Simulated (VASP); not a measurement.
# RbBr (Fm-3m) in VASP: a series of runs, part 2 of 2

VASP 6.6.1.

## 3. Single point, PBEsol

Contents of INCAR:

```
PREC = Accurate
ENCUT = 520
EDIFF = 1E-7
ISMEAR = 0
SIGMA = 0.05
LREAL = F
LASPH = T
NELM = 100
ALGO = Normal
ISIF = 2
LWAVE = F
LCHARG = F
GGA = PS
NBANDS = 15
```

Contents of KPOINTS:

```
regular mesh
0
Gamma
  8 8 8
```

Contents of POSCAR:

```
RbBr
1.0
    0.0000000000      3.5083429181      3.5083429181
    3.5083429181      0.0000000000      3.5083429181
    3.5083429181      3.5083429181      0.0000000000
Rb Br
1 1
Direct
    0.5000000000      0.5000000000      0.5000000000
    0.0000000000      0.0000000000      0.0000000000
```

Potentials or basis: VASP PAW PBE potentials, release 64 (Rb_sv, Br).

On the command line:

```bash
> cat potpaw_PBE.64/Rb_sv/POTCAR potpaw_PBE.64/Br/POTCAR > POTCAR
> mpirun -np 1 vasp_std > vasp.out
```

OUTCAR:

```text
PREC = Accurate
   ENCUT = 520
   EDIFF = 1E-7
   ISMEAR = 0
   LREAL = F
   LASPH = T
   NELM = 100
   ISIF = 2
   GGA = PS

 ion  position               nearest neighbor table
   1  0.500  0.500  0.500-   2 3.51   2 3.51   2 3.51   2 3.51   2 3.51   2 3.51
   2  0.000  0.000  0.000-   1 3.51   1 3.51   1 3.51   1 3.51   1 3.51   1 3.51

  LATTYP: Found a face centered cubic cell.
 ALAT       =     7.0166858362

  Lattice vectors:

 A1 = (   0.0000000000,   3.5083429181,   3.5083429181)
 A2 = (   3.5083429181,   0.0000000000,   3.5083429181)
 A3 = (   3.5083429181,   3.5083429181,   0.0000000000)

Analysis of symmetry for initial positions (statically):
=====================================================================
 Subroutine PRICEL returns:
 Original cell was already a primitive cell.

 Routine SETGRP: Setting up the symmetry group for a
 face centered cubic supercell.

 Subroutine GETGRP returns: Found 48 space group operations
 (whereof 48 operations were pure point group operations)
 out of a pool of 48 trial point group operations.

The static configuration has the point symmetry O_h .

Analysis of symmetry for dynamics (positions and initial velocities):
=====================================================================
 Subroutine PRICEL returns:
 Original cell was already a primitive cell.

 Routine SETGRP: Setting up the symmetry group for a
 face centered cubic supercell.

 Subroutine GETGRP returns: Found 48 space group operations
 (whereof 48 operations were pure point group operations)
 out of a pool of 48 trial point group operations.

The dynamic configuration has the point symmetry O_h .

 Subroutine INISYM returns: Found 48 space group operations
 (whereof 48 operations are pure point group operations),
 and found     1 'primitive' translations

----------------------------------------------------------------------------------------

                                     Primitive cell

  volume of cell :      86.3647

  direct lattice vectors                    reciprocal lattice vectors
     0.000000000  3.508342918  3.508342918    -0.142517425  0.142517425  0.142517425
     3.508342918  0.000000000  3.508342918     0.142517425 -0.142517425  0.142517425
     3.508342918  3.508342918  0.000000000     0.142517425  0.142517425 -0.142517425

  length of vectors
     4.961546136  4.961546136  4.961546136     0.246847422  0.246847422  0.246847422

  position of ions in fractional coordinates (direct lattice)
     0.500000000  0.500000000  0.500000000
     0.000000000  0.000000000  0.000000000

  ion indices of the primitive-cell ions
   primitive index   ion index
                 1           1
                 2           2

----------------------------------------------------------------------------------------

 KPOINTS: regular mesh

Automatic generation of k-mesh.
 Grid dimensions read from file:
 generate k-points for:    8    8    8

 Generating k-lattice:

  Cartesian coordinates                     Fractional coordinates (reciprocal lattice)
    -0.017814678  0.017814678  0.017814678     0.125000000  0.000000000  0.000000000
     0.017814678 -0.017814678  0.017814678     0.000000000  0.125000000  0.000000000
     0.017814678  0.017814678 -0.017814678     0.000000000  0.000000000  0.125000000

[... 40 lines left out ...]
   total plane-waves  NPLWV =  64000
   dimension x,y,z NGX =    40 NGY =   40 NGZ =   40
   dimension x,y,z NGXF=    80 NGYF=   80 NGZF=   80
   ions per type =               1   1
   NGX,Y,Z   is equivalent  to a cutoff of  13.40, 13.40, 13.40 a.u.
   NGXF,Y,Z  is equivalent  to a cutoff of  26.81, 26.81, 26.81 a.u.
 SYSTEM =  unknown system
   PREC   = accura    normal or accurate (medium, high low for compatibility)
   ISTART =      0    job   : 0-new  1-cont  2-samecut
   ICHARG =      2    charge: 1-file 2-atom 10-const
   ISPIN  =      1    spin polarized calculation?
   LNONCOLLINEAR =      F non collinear calculations
   LSORBIT =      F    spin-orbit coupling
   LASPH  =      T    aspherical Exc in radial PAW
   ENCUT  =  520.0 eV  38.22 Ry    6.18 a.u.   9.23  9.23  9.23*2*pi/ulx,y,z
   NELM   =    100;   NELMIN=  2; NELMDL= -5     # of ELM steps
   EDIFF  = 0.1E-06   stopping-criterion for ELM
   LREAL  =      F    real-space projection
   EDIFFG = 0.1E-05   stopping-criterion for IOM
   NSW    =      0    number of steps for IOM
   IBRION =     -1    ionic relax: 0-MD 1-quasi-New 2-CG
   NFREE  =      0    steps in history (QN), initial steepest desc. (CG)
   ISIF   =      2    stress and relaxation
   ISYM   =      2    0-nonsym 1-usesym 2-fastsym
   POTIM  = 0.5000    time-step for ionic-motion
   TEBEG  =    0.0;   TEEND  =   0.0 temperature during run
   PSTRESS=    0.0 pullay stress
   NELECT =      16.0000    total number of electrons
   NUPDOWN=      -1.0000    fix difference up-down
   EMIN   =  10.00;   EMAX   =-10.00  energy-range for DOS
   EFERMI =   0.00;   METHOD = LEGACY
   ISMEAR =     0;   SIGMA  =   0.05  broadening in eV -4-tet -1-fermi 0-gaus
   EFERMI_NEDOS =   21; number of points for ismear=-14 and -15
   IALGO  =     38    algorithm
   IMIX   =      4    mixing-type and parameters
     AMIX     =   0.40;   BMIX     =  1.00
     AMIX_MAG =   1.60;   BMIX_MAG =  1.00
  volume/ion in A,a.u.               =      43.18       291.41
  Fermi-wavevector in a.u.,A,eV,Ry     =   0.933260  1.763606 11.850331  0.870975
  Thomas-Fermi vector in A             =   2.059943
   LORBIT       =      0    0 simple, 1 ext, 2 COOP (PROOUT), +10 PAW based schemes
   GGA     = PS    functional components
   LHFCALC =     F    Hartree Fock is set to
   AEXX    =    0.0000 exact exchange contribution
   IVDW    =     0    specifies the selected vdW correction
   LEPSILON=     F    determine dielectric tensor
   LRPA    =     F    only Hartree local field effects (RPA)
 non-spin polarized calculation
 Gauss-broadening in eV      SIGMA  =   0.05
  energy-cutoff  :      520.00
  volume of cell :       86.36
 maximum number of plane-waves:      2346
 NGX is ok and might be reduce to    40
   NGX = 19   NGY = 19   NGZ = 19

 number of electron      15.9999999 magnetization

 Free energy of the ion-electron system (eV)
  ---------------------------------------------------
  ext. energy  EPLUGINS =         0.00000000
  ---------------------------------------------------
  free energy    TOTEN  =        -6.33885011 eV

  energy without entropy =       -6.33885011  energy(sigma->0) =       -6.33885011

 E-fermi :  -1.8482     XC(G=0):  -7.1148

 val. band max:       -2.0922174541   @ k =   0.0000   0.0000   0.0000
 cond. band min:       1.9682336348   @ k =   0.0000   0.0000   0.0000
 fundamental gap:      4.0604510889
 Fermi energy:        -1.8482023708

 k-point     1 :       0.0000    0.0000    0.0000
  band No.  band energies     occupation
      1     -26.6014      2.00000
      2     -14.2185      2.00000
      3     -10.6819      2.00000
      4     -10.6819      2.00000
      5     -10.6819      2.00000
      6      -2.0922      2.00000
      7      -2.0922      2.00000
      8      -2.0922      2.00000
      9       1.9682      0.00000
     10       5.0937      0.00000
     11       5.0937      0.00000
     12       5.0937      0.00000
     13       5.9312      0.00000
     14       5.9312      0.00000
[... 401 lines left out ...]
      2     -14.2200      2.00000
      3     -10.7354      2.00000
      4     -10.7256      2.00000
      5     -10.6714      2.00000
      6      -2.7919      2.00000
      7      -2.4138      2.00000
      8      -2.3839      2.00000
      9       4.6240      0.00000
     10       5.0713      0.00000
     11       6.3920      0.00000
     12       6.5821      0.00000
     13       7.5259      0.00000
     14       8.2798      0.00000
     15       8.5110      0.00000

 [... further k-points ...]

------------------------ aborting loop because EDIFF is reached ----------------------------------------

  FORCE on cell =-STRESS in cart. coord.  units (eV):
  Direction    XX          YY          ZZ          XY          YZ          ZX
  --------------------------------------------------------------------------------------
  -------------------------------------------------------------------------------------
  Total       -0.4461755     -0.4461755     -0.4461755      0.0000000      0.0000000      0.0000000
  in kB       -8.2771373     -8.2771373     -8.2771373      0.0000000      0.0000000      0.0000000
  external PRESSURE =      -8.2771373 kB  Pullay stress =       0.0000000 kB

 VOLUME and BASIS-vectors are now :
 -----------------------------------------------------------------------------
  energy-cutoff  :      520.00
  volume of cell :       86.36
      direct lattice vectors                 reciprocal lattice vectors
     0.000000000  3.508342918  3.508342918    -0.142517425  0.142517425  0.142517425
     3.508342918  0.000000000  3.508342918     0.142517425 -0.142517425  0.142517425
     3.508342918  3.508342918  0.000000000     0.142517425  0.142517425 -0.142517425

 POSITION                                       TOTAL-FORCE (eV/Angst)
 -----------------------------------------------------------------------------------
      3.50834      3.50834      3.50834        -0.000000      0.000000     -0.000000
      0.00000      0.00000      0.00000         0.000000     -0.000000      0.000000
 -----------------------------------------------------------------------------------
    total drift:                                0.000000     -0.000000      0.000000

  FREE ENERGIE OF THE ION-ELECTRON SYSTEM (eV)
  ---------------------------------------------------
  free  energy   TOTEN  =        -6.3388501101 eV

  energy  without entropy=       -6.3388501101  energy(sigma->0) =       -6.33885011
```

OSZICAR:

```text
N       E                     dE             d eps       ncg     rms          rms(c)
DAV:   1     0.821749997231E+02    0.82175E+02   -0.63338E+03   870   0.875E+02
DAV:   2     0.677956270890E-01   -0.82107E+02   -0.74061E+02  1261   0.169E+02
DAV:   3    -0.637770153251E+01   -0.64455E+01   -0.64070E+01  1198   0.458E+01
DAV:   4    -0.655922716684E+01   -0.18153E+00   -0.18146E+00  1235   0.600E+00
DAV:   5    -0.656144822817E+01   -0.22211E-02   -0.22210E-02  1175   0.622E-01    0.245E+00
DAV:   6    -0.634587370659E+01    0.21557E+00   -0.25681E-01  1094   0.230E+00    0.157E+00
DAV:   7    -0.632679649310E+01    0.19077E-01   -0.10763E-01  1143   0.158E+00    0.849E-01
DAV:   8    -0.633806257929E+01   -0.11266E-01   -0.14607E-02   960   0.678E-01    0.119E-01
DAV:   9    -0.633839445190E+01   -0.33187E-03   -0.67856E-04  1213   0.129E-01    0.640E-02
DAV:  10    -0.633883700561E+01   -0.44255E-03   -0.56837E-04   919   0.124E-01    0.201E-02
DAV:  11    -0.633884199714E+01   -0.49915E-05   -0.27716E-05  1219   0.279E-02    0.103E-02
DAV:  12    -0.633884978833E+01   -0.77912E-05   -0.12505E-05   933   0.176E-02    0.202E-03
DAV:  13    -0.633885010387E+01   -0.31554E-06   -0.58559E-07  1201   0.405E-03    0.222E-03
DAV:  14    -0.633885011013E+01   -0.62646E-08   -0.18409E-07   968   0.229E-03
   1 F= -.63388501E+01 E0= -.63388501E+01  d E =-.753447E-14
```

Wall time 40 s (1 thread of AMD EPYC 7R43 (Zen 3), shared host); peak memory 0.21 GiB.

What came out:

```
Free energy            : -6.3389 eV
Pressure               : -0.8 GPa
Band gap on the k mesh : 4.06 eV, direct
```

Levels at points of the mesh, in eV from the valence-band top:
| k point | band 5 | band 6 | band 7 | band 8 | band 9 | band 10 | band 11 | band 12 |
| --- | --- | --- | --- | --- | --- | --- | --- | --- |
| (0.00, 0.00, 0.00) | -8.59 | 0.00 | 0.00 | 0.00 | 4.06 | 7.19 | 7.19 | 7.19 |
| (0.50, 0.00, 0.00) | -8.56 | -0.90 | -0.30 | -0.30 | 6.50 | 7.38 | 9.23 | 9.23 |
| (0.50, 0.50, 0.00) | -8.65 | -0.46 | -0.16 | -0.16 | 5.57 | 6.77 | 8.71 | 9.01 |

Caveat: the PAW data sets were made with another functional, which shifts forces and pressure a little. A k mesh can miss the band edges.

## 4. Single point, LDA

Contents of INCAR:

```
SYSTEM = RbBr
PREC     = Accurate       ! precision mode
ENCUT    = 520            ! plane-wave cutoff, eV
EDIFF    = 1E-7           ! SCF threshold, eV
ISMEAR   = 0              ! smearing method
SIGMA    = 0.05           ! smearing width, eV
LREAL    = .False.        ! projectors in reciprocal space
LASPH    = .True.         ! aspherical terms in the spheres
NELM     = 100            ! most SCF steps
ALGO     = Normal         ! electronic algorithm
ISIF     = 2              ! what is computed and relaxed
LWAVE    = .False.        ! write WAVECAR
LCHARG   = .False.        ! write CHGCAR
NBANDS   = 15             ! bands
```

Contents of KPOINTS:

```
regular mesh
0
Gamma
  8 8 8
  0 0 0
```

POSCAR is that of step 3.

Potentials or basis: VASP PAW LDA potentials, release 64 (Rb_sv, Br).

On the command line:

```bash
> cat potpaw_LDA.64/Rb_sv/POTCAR potpaw_LDA.64/Br/POTCAR > POTCAR
> mpirun -np 1 vasp_std > vasp.out
```

Run time: 38 s. Hardware: 1 thread of AMD EPYC 7R43 (Zen 3), shared host; peak memory 0.17 GiB.

It converged, with:

| Quantity | Value |
| --- | --- |
| Free energy | -6.6374 eV |
| Pressure | -1.9 GPa |
| Band gap on the k mesh | 3.80 eV, direct |

Levels at points of the mesh, in eV from the valence-band top:
```
           k point  band 4  band 5  band 6  band 7  band 8  band 9  band 10  band 11  band 12  band 13
(0.00, 0.00, 0.00)   -8.55   -8.55    0.00    0.00    0.00    3.80     7.01     7.01     7.01     7.90
(0.50, 0.00, 0.00)   -8.56   -8.53   -0.94   -0.31   -0.31    6.29     7.16     9.05     9.05     9.68
(0.50, 0.50, 0.00)   -8.61   -8.61   -0.48   -0.16   -0.16    5.37     6.54     8.47     8.91     8.95
```

## 5. Summary

| level | potentials or basis | gap on the mesh (eV) | pressure (GPa) |
| --- | --- | --- | --- |
| PBE | VASP PAW PBE potentials, release 64 (Rb_sv, Br) | 4.19 | 0.0 |
| PBEsol | VASP PAW PBE potentials, release 64 (Rb_sv, Br) | 4.06 | -0.8 |
| LDA | VASP PAW LDA potentials, release 64 (Rb_sv, Br) | 3.80 | -1.9 |

Alike in all rows: task single point; no spin polarisation; cell as given; k mesh 8 × 8 × 8; cutoff (eV) 520; smearing gaussian 0.05 eV.

Caveats: the PAW data sets were made with another functional, which shifts forces and pressure a little (some runs).

Total energies depend on the potentials used, so only differences within one code and one set of settings carry meaning.
